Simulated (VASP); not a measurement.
Crystal: PtS2.

```
CELL_PARAMETERS angstrom
3.65743 0.00000 0.00000
-1.82871 3.07666 0.00000
0.00000 0.00000 5.12283
ATOMIC_POSITIONS crystal
Pt 0.00000 0.00000 0.00000
S 0.33578 0.67156 0.23450
S 0.66422 0.32844 0.76550
```

This cell differs from its parent crystal: uniaxial x strain +3.0%.

Base run:

```yaml
Program: VASP 6.6.1
Functional: r2SCAN
Potentials_or_basis: VASP PAW PBE potentials, release 64 (Pt, S)
Cutoff: 520 eV
k_mesh: 12 × 12 × 6
Occupations: gaussian, width 0.01 eV
Spin: no spin polarisation
```

Its results: band gap on the k mesh 0.74 eV, indirect (least direct gap 1.10 eV); pressure -1.6 GPa; largest force 0.048 eV/Å.

Question: The run is repeated on the same cell with these changes: functional from r2SCAN to PBE; occupations from gaussian, width 0.01 eV to fermi-dirac, width 0.02 eV. What comes out?

Answer: Band gap on the k mesh 0.59 eV, indirect (least direct gap 0.94 eV); pressure 0.4 GPa; largest force 0.009 eV/Å.

Caveats: spin-orbit coupling is left out, which moves the levels of the heavy elements; the PAW data sets were made with another functional, which shifts forces and pressure a little (some runs).

A k mesh can miss the band edges.
